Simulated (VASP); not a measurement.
Set up this calculation in VASP 6.6.1, as the native input.

```
Task                   : single point
Functional             : PBEsol
Potentials or basis    : VASP PAW PBE potentials, release 64 (Pb_d, O)
Cutoff                 : 520 eV
k mesh                 : 14 × 14 × 14
Occupations            : gaussian, width 0.1 eV
Spin                   : no spin polarisation
Dipole correction      : no
Further INCAR settings : ALGO = Normal; EDIFF = 1e-06; NBANDS = 20
```

The structure of PbO2 lies in POSCAR:

```
PbO2
1.0
    0.0000000000      2.6906136625      2.6906136625
    2.6906136625      0.0000000000      2.6906136625
    2.6906136625      2.6906136625      0.0000000000
Pb O
1 2
Direct
    0.0000000000      0.0000000000      0.0000000000
    0.2500000000      0.2500000000      0.2500000000
    0.7500000000      0.7500000000      0.7500000000
```

This cell differs from its parent crystal: volume scaled by 1.03.

One way to write it, as run:

INCAR

```
SYSTEM = PbO2
PREC = Accurate
ENCUT = 520
EDIFF = 1E-6
ISMEAR = 0
SIGMA = 0.1
LREAL = .False.
LASPH = .True.
NELM = 80
ALGO = Normal
ISIF = 2
LWAVE = .False.
LCHARG = .False.
GGA = PS
NBANDS = 20
```

KPOINTS

```
Automatic mesh
0
Gamma
  14 14 14
  0 0 0
```

Potentials or basis: VASP PAW PBE potentials, release 64 (Pb_d, O).

Run with:

```console
$ cat potpaw_PBE.64/Pb_d/POTCAR potpaw_PBE.64/O/POTCAR > POTCAR
$ mpirun -np 1 vasp_std > vasp.out
```

It gave:

The pressure is -4.0 GPa and the band gap on the k mesh is zero (band 13 reaches 5.66 eV, above the bottom of band 14 at 4.41 eV).

Caveat: the PAW data sets were made with another functional, which shifts forces and pressure a little; spin-orbit coupling is left out, which moves the levels of the heavy elements.

Run time: 32 s on 1 thread of Intel(R) Xeon(R) 6975P-C (Granite Rapids) (shared host), peak memory 0.2 GiB.
